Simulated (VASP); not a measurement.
## Pt: single point with PBEsol-based screened hybrid with 25 % exact exchange

Pt:

```
Pt
1.0
     0.00000    1.96090    1.96090
     1.96090    0.00000    1.96090
     1.96090    1.96090    0.00000
Pt
1
Direct
  0.00000 0.00000 0.00000
```

| Property | Result |
| --- | --- |
| Program | VASP 6.6.1 |
| Task | single point |
| Functional | PBEsol-based screened hybrid with 25 % exact exchange |
| Potentials or basis | VASP PAW PBE potentials, release 64 (Pt) |
| Cutoff | 520 eV |
| k mesh | 6 × 6 × 6 |
| Occupations | fermi-dirac, width 0.05 eV |
| Spin | no spin polarisation |

The pressure is -8.4 GPa and the band gap on the k mesh is zero (bands 5 and 6 overlap by 2.97 eV).

Levels at points of the mesh, in eV from the Fermi level:
```
           k point  band 2  band 3  band 4  band 5  band 6  band 7  band 8  band 9
(0.00, 0.00, 0.00)   -4.37   -4.37   -4.37   -2.22   -2.22   16.11   21.28   21.28
(0.50, 0.00, 0.00)   -4.52   -4.52   -0.26    0.02    0.02    7.05   15.62   20.69
(0.50, 0.50, 0.00)   -7.42   -0.32    0.69    0.69    2.29   10.32   12.72   12.72
```

Run time: 8.3 min on 1 thread of Intel(R) Xeon(R) Platinum 8375C CPU @ 2.90GHz (Ice Lake), with other jobs on the host, peak memory 0.24 GiB.

Caveat: the k points lie up to 0.46 Å⁻¹ apart, too coarse for converged energies and pressures of a metal; the PAW data sets were made with another functional, which shifts forces and pressure a little; spin-orbit coupling is left out, which moves the levels of the heavy elements.
